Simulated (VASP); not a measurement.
# Cu (Fm-3m) in VASP: notebook, part 2 of 2

VASP 6.6.1.

**3. Relaxation of cell and atoms, r2SCAN**

This run uses another cell than the first one, of 11.81 Å³/atom.

POSCAR reads:

```
Cu
1.0
    0.0000000000      1.8075000000      1.8075000000
    1.8075000000      0.0000000000      1.8075000000
    1.8075000000      1.8075000000      0.0000000000
Cu
1
Direct
    0.0000000000      0.0000000000      0.0000000000
```

INCAR.step1 reads:

```
SYSTEM = Cu
  PREC = Accurate
  ENCUT = 600
  ISMEAR = 0
  SIGMA = 0.05
  LREAL = .False.
  LASPH = .True.
  NELM = 60
  GGA = PE
  ALGO = Normal
  EDIFF = 1E-4
  LWAVE = .True.
  LCHARG = .False.
```

INCAR.step2 reads:

```
SYSTEM = Cu
  PREC = Accurate
  ENCUT = 600
  EDIFF = 1E-7
  ISMEAR = 0
  SIGMA = 0.05
  LREAL = .False.
  LASPH = .True.
  NELM = 60
  ALGO = Normal
  ISIF = 3
  LWAVE = .False.
  LCHARG = .False.
  METAGGA = R2SCAN
  LMIXTAU = .True.
  IBRION = 2
  NSW = 80
  EDIFFG = -0.03
  ISTART = 1
```

KPOINTS reads:

```
Automatic mesh
0
Gamma
  10 10 10
  0 0 0
```

Potentials or basis: VASP PAW PBE potentials, release 64 (Cu).

Launch:

```console
> cat potpaw_PBE.64/Cu/POTCAR > POTCAR
> cp INCAR.step1 INCAR
> mpirun -np 1 vasp_std > vasp.out
> cp INCAR.step2 INCAR
> mpirun -np 1 vasp_std > vasp.out
```

OUTCAR:

```text
SYSTEM = Cu
   PREC = Accurate
   ENCUT = 600
   EDIFF = 1E-7
   ISMEAR = 0
   LREAL = .False.
   LASPH = .True.
   NELM = 60
   ISIF = 3
   METAGGA = R2SCAN
   IBRION = 2
   NSW = 80
   EDIFFG = -0.03
   ISTART = 1

 ion  position               nearest neighbor table
   1  0.000  0.000  0.000-

  LATTYP: Found a face centered cubic cell.
 ALAT       =     3.6150000000

  Lattice vectors:

 A1 = (   0.0000000000,   1.8075000000,   1.8075000000)
 A2 = (   1.8075000000,   0.0000000000,   1.8075000000)
 A3 = (   1.8075000000,   1.8075000000,   0.0000000000)

Analysis of symmetry for initial positions (statically):
=====================================================================
 Subroutine PRICEL returns:
 Original cell was already a primitive cell.

 Routine SETGRP: Setting up the symmetry group for a
 face centered cubic supercell.

 Subroutine GETGRP returns: Found 48 space group operations
 (whereof 48 operations were pure point group operations)
 out of a pool of 48 trial point group operations.

The static configuration has the point symmetry O_h .

Analysis of symmetry for dynamics (positions and initial velocities):
=====================================================================
 Subroutine PRICEL returns:
 Original cell was already a primitive cell.

 Routine SETGRP: Setting up the symmetry group for a
 face centered cubic supercell.

 Subroutine GETGRP returns: Found 48 space group operations
 (whereof 48 operations were pure point group operations)
 out of a pool of 48 trial point group operations.

The dynamic configuration has the point symmetry O_h .

 Subroutine INISYM returns: Found 48 space group operations
 (whereof 48 operations are pure point group operations),
 and found     1 'primitive' translations

----------------------------------------------------------------------------------------

                                     Primitive cell

  volume of cell :      11.8104

  direct lattice vectors                    reciprocal lattice vectors
     0.000000000  1.807500000  1.807500000    -0.276625173  0.276625173  0.276625173
     1.807500000  0.000000000  1.807500000     0.276625173 -0.276625173  0.276625173
     1.807500000  1.807500000  0.000000000     0.276625173  0.276625173 -0.276625173

  length of vectors
     2.556191014  2.556191014  2.556191014     0.479128854  0.479128854  0.479128854

  position of ions in fractional coordinates (direct lattice)
     0.000000000  0.000000000  0.000000000

  ion indices of the primitive-cell ions
   primitive index   ion index
                 1           1

----------------------------------------------------------------------------------------

 KPOINTS: Automatic mesh

Automatic generation of k-mesh.
 Grid dimensions read from file:
 generate k-points for:   10   10   10
[... 23 lines left out ...]
  0.200000  0.000000  0.000000      8.000000
  0.300000  0.000000  0.000000      8.000000
  0.400000  0.000000  0.000000      8.000000
  0.500000  0.000000  0.000000      4.000000
[... 16 lines left out ...]
  0.300000  0.300000  0.000000      6.000000
  0.400000  0.300000  0.000000     24.000000
 [... further k-points ...]
   k-points           NKPTS =     47   k-points in BZ     NKDIM =     47   number of bands    NBANDS=      9
   number of dos      NEDOS =    301   number of ions     NIONS =      1
   total plane-waves  NPLWV =   8000
   dimension x,y,z NGX =    20 NGY =   20 NGZ =   20
   dimension x,y,z NGXF=    40 NGYF=   40 NGZF=   40
   ions per type =               1
   NGX,Y,Z   is equivalent  to a cutoff of  13.01, 13.01, 13.01 a.u.
   NGXF,Y,Z  is equivalent  to a cutoff of  26.01, 26.01, 26.01 a.u.
 SYSTEM =  Cu
   PREC   = accura    normal or accurate (medium, high low for compatibility)
   ISTART =      1    job   : 0-new  1-cont  2-samecut
   ICHARG =      0    charge: 1-file 2-atom 10-const
   ISPIN  =      1    spin polarized calculation?
   LNONCOLLINEAR =      F non collinear calculations
   LSORBIT =      F    spin-orbit coupling
   LASPH  =      T    aspherical Exc in radial PAW
   ENCUT  =  600.0 eV  44.10 Ry    6.64 a.u.   5.11  5.11  5.11*2*pi/ulx,y,z
   NELM   =     60;   NELMIN=  2; NELMDL=  0     # of ELM steps
   EDIFF  = 0.1E-06   stopping-criterion for ELM
   LREAL  =      F    real-space projection
   EDIFFG = -.3E-01   stopping-criterion for IOM
   NSW    =     80    number of steps for IOM
   IBRION =      2    ionic relax: 0-MD 1-quasi-New 2-CG
   NFREE  =      1    steps in history (QN), initial steepest desc. (CG)
   ISIF   =      3    stress and relaxation
   ISYM   =      2    0-nonsym 1-usesym 2-fastsym
   POTIM  = 0.5000    time-step for ionic-motion
   TEBEG  =    0.0;   TEEND  =   0.0 temperature during run
   PSTRESS=    0.0 pullay stress
   NELECT =      11.0000    total number of electrons
   NUPDOWN=      -1.0000    fix difference up-down
   EMIN   =  10.00;   EMAX   =-10.00  energy-range for DOS
   EFERMI =   0.00;   METHOD = LEGACY
   ISMEAR =     0;   SIGMA  =   0.05  broadening in eV -4-tet -1-fermi 0-gaus
   EFERMI_NEDOS =   21; number of points for ismear=-14 and -15
   IALGO  =     38    algorithm
   IMIX   =      4    mixing-type and parameters
     AMIX     =   0.40;   BMIX     =  1.00
     AMIX_MAG =   1.60;   BMIX_MAG =  1.00
  volume/ion in A,a.u.               =      11.81        79.70
  Fermi-wavevector in a.u.,A,eV,Ry     =   1.598763  3.021224 34.777078  2.556043
  Thomas-Fermi vector in A             =   2.696162
   LORBIT       =      0    0 simple, 1 ext, 2 COOP (PROOUT), +10 PAW based schemes
   METAGGA = R2SCAN    functional components
   LHFCALC =     F    Hartree Fock is set to
   AEXX    =    0.0000 exact exchange contribution
   IVDW    =     0    specifies the selected vdW correction
   LEPSILON=     F    determine dielectric tensor
   LRPA    =     F    only Hartree local field effects (RPA)
 conjugate gradient relaxation of ions
 non-spin polarized calculation
 Gauss-broadening in eV      SIGMA  =   0.05
  energy-cutoff  :      600.00
  volume of cell :       11.81
 maximum number of plane-waves:       411
   NGX = 11   NGY = 11   NGZ = 11

--------------------------------------- Ionic step        1  -------------------------------------------

 number of electron      11.0000001 magnetization

 Free energy of the ion-electron system (eV)
  ---------------------------------------------------
  ext. energy  EPLUGINS =         0.00000000
  ---------------------------------------------------
  free energy    TOTEN  =       -10.80799043 eV

  energy without entropy =      -10.80714413  energy(sigma->0) =      -10.80756728

------------------------ aborting loop because EDIFF is reached ----------------------------------------

  FORCE on cell =-STRESS in cart. coord.  units (eV):
  Direction    XX          YY          ZZ          XY          YZ          ZX
  --------------------------------------------------------------------------------------
  -------------------------------------------------------------------------------------
  Total       -0.2923249     -0.2923249     -0.2923249     -0.0000000      0.0000000      0.0000000
  in kB      -39.6562376    -39.6562376    -39.6562376     -0.0000000      0.0000000      0.0000000
  external PRESSURE =     -39.6562376 kB  Pullay stress =       0.0000000 kB
[... 57 lines left out ...]
--------------------------------------- Ionic step        3  -------------------------------------------

 number of electron      11.0000010 magnetization

 Free energy of the ion-electron system (eV)
  ---------------------------------------------------
  ext. energy  EPLUGINS =         0.00000000
  ---------------------------------------------------
  free energy    TOTEN  =       -10.81177858 eV

  energy without entropy =      -10.81054854  energy(sigma->0) =      -10.81116356

 E-fermi :   7.5592     XC(G=0): -13.9214

 val. band max:        7.5078000005   @ k =   0.5000   0.2000   0.1000
 cond. band min:       7.5628484941   @ k =   0.5000   0.1000   0.0000
 fundamental gap:      0.0550484937
 Fermi energy:         7.5591899780

 k-point     1 :       0.0000    0.0000    0.0000
  band No.  band energies     occupation
      1      -2.1538      2.00000
      2       4.5036      2.00000
      3       4.5037      2.00000
      4       4.5037      2.00000
      5       5.3536      2.00000
      6       5.3536      2.00000
      7      31.3229      0.00000
      8      34.5633      0.00000
      9      34.5635      0.00000
[... 265 lines left out ...]
 k-point    24 :       0.4000    0.3000    0.0000
  band No.  band energies     occupation
      1       2.4035      2.00000
      2       3.3518      2.00000
      3       5.0630      2.00000
      4       5.5095      2.00000
      5       5.9272      2.00000
      6       6.6107      2.00000
      7      20.5975      0.00000
      8      21.4829      0.00000
      9      23.6603      0.00000

 [... further k-points ...]
[... 5 lines left out ...]
  --------------------------------------------------------------------------------------
  -------------------------------------------------------------------------------------
  Total       -0.0016692     -0.0016692     -0.0016692     -0.0000000     -0.0000000      0.0000000
  in kB       -0.2324297     -0.2324297     -0.2324297     -0.0000000     -0.0000000      0.0000000
  external PRESSURE =      -0.2324297 kB  Pullay stress =       0.0000000 kB
[... 16 lines left out ...]
  FREE ENERGIE OF THE ION-ELECTRON SYSTEM (eV)
  ---------------------------------------------------
  free  energy   TOTEN  =       -10.8117785793 eV

  energy  without entropy=      -10.8105485395  energy(sigma->0) =      -10.81116356

 reached required accuracy - stopping structural energy minimisation
```

Wall time 1.7 min (1 thread of AMD EPYC 7R13, shared host); peak memory 0.1 GiB.

What came out:

* Free energy: -10.8118 eV
* Relaxed volume: 11.51 Å³/atom
* Relaxed cell: a = 2.534 Å, b = 2.534 Å, c = 2.534 Å, α = 60.00°, β = 60.00°, γ = 60.00°
* Space group after relaxing (to 0.1 Å): Fm-3m (No. 225)
* Energy gained by relaxing: 3.8 meV/atom
* Ionic steps: 3
* Pressure after relaxing: 0.0 GPa
* Band gap on the k mesh: zero (an odd number of electrons rules out a gap without spin polarisation)

Step by step:
| step | energy change (eV) | largest force (eV/Å) | pressure (GPa) | volume (Å³) |
| --- | --- | --- | --- | --- |
| 1 | 0.0000 | 0.0000 | -3.97 | 11.81 |
| 2 | -0.0023 | 0.0000 | 2.55 | 11.32 |
| 3 | -0.0038 | 0.0000 | -0.02 | 11.51 |

Final structure:
```xyz
1
Lattice="0.0000 1.7918 1.7918 1.7918 0.0000 1.7918 1.7918 1.7918 0.0000" Properties=species:S:1:pos:R:3 pbc="T T T"
Cu    0.0000    0.0000    0.0000
```

Levels at points of the mesh, in eV from the Fermi level:
```
           k point  band 3  band 4  band 5  band 6  band 7  band 8  band 9
(0.00, 0.00, 0.00)   -3.06   -3.06   -2.21   -2.21   23.76   27.00   27.00
(0.50, 0.00, 0.00)   -3.10   -1.59   -1.59   -0.96    4.27   22.25   23.73
(0.50, 0.50, 0.00)   -1.63   -1.43   -1.43    1.73    7.78   14.14   14.14
```

Caveat: the PAW data sets were made with another functional, which shifts forces and pressure a little.

The gap in the log of VASP goes by the Fermi energy; the results here count the filled bands.